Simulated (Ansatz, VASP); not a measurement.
# One calculation of LiCl, two programs

File INCAR:

```
  PREC = Accurate
  ENCUT = 520
  EDIFF = 1E-7
  ISMEAR = 0
  SIGMA = 0.05
  LREAL = F
  LASPH = T
  NELM = 60
  ALGO = Normal
  ISIF = 2
  LWAVE = F
  LCHARG = F
  GGA = PE
  NBANDS = 12
```

The input KPOINTS:

```
regular mesh
0
Gamma
  10 10 10
```

File POSCAR:

```
LiCl
1.0
    0.0000000000      2.5647700000      2.5647700000
    2.5647700000      0.0000000000      2.5647700000
    2.5647700000      2.5647700000      0.0000000000
Li Cl
1 1
Direct
    0.0000000000      0.0000000000      0.0000000000
    0.5000000000      0.5000000000      0.5000000000
```

Input for Ansatz:

```yaml
crystal:
  lattice:
    - [0.0, 2.56477, 2.56477]
    - [2.56477, 0.0, 2.56477]
    - [2.56477, 2.56477, 0.0]
  atoms:
    - { symbol: Li, position: [0.0, 0.0, 0.0] }
    - { symbol: Cl, position: [0.5, 0.5, 0.5] }
basis:
  ecutwfc: 420
  fft_grid_basis: typed
kpoints:
  mp_grid: { grid: [10, 10, 10] }
hamiltonian:
  xc: pbe
  pseudopotentials: { kind: paw }
scf:
  occupations: { method: gaussian, width: 0.05 }
output:
  forces: true
  stress: true
  eigenvalues: true
  bader: true
  write_density: true
  volumetric_format: npy
  elf: true
```

Alike in both runs: task single point; functional PBE; k mesh 10 × 10 × 10; occupations gaussian, width 0.05 eV; no spin polarisation.

|  | VASP | Ansatz |
| --- | --- | --- |
| version | VASP 6.6.1 | Ansatz 0.2.0 |
| potentials or method | VASP PAW PBE potentials, release 64 (Li_sv, Cl), cutoff 520 eV | scalar-relativistic, plane waves, PAW |
| valence electrons in the cell | 10 | 10 |

Ansatz gave:

```
gap on the k mesh at the Fermi level (eV) : 6.33
```

**Question.** What did VASP give for the same quantities?

**Answer.** gap on the k mesh at the Fermi level (eV): 6.34.

The functional is the same, so the differences come from potentials, cutoffs and numerics.

Noted on VASP's run: the cutoff is short for stress, so the pressure is rough.
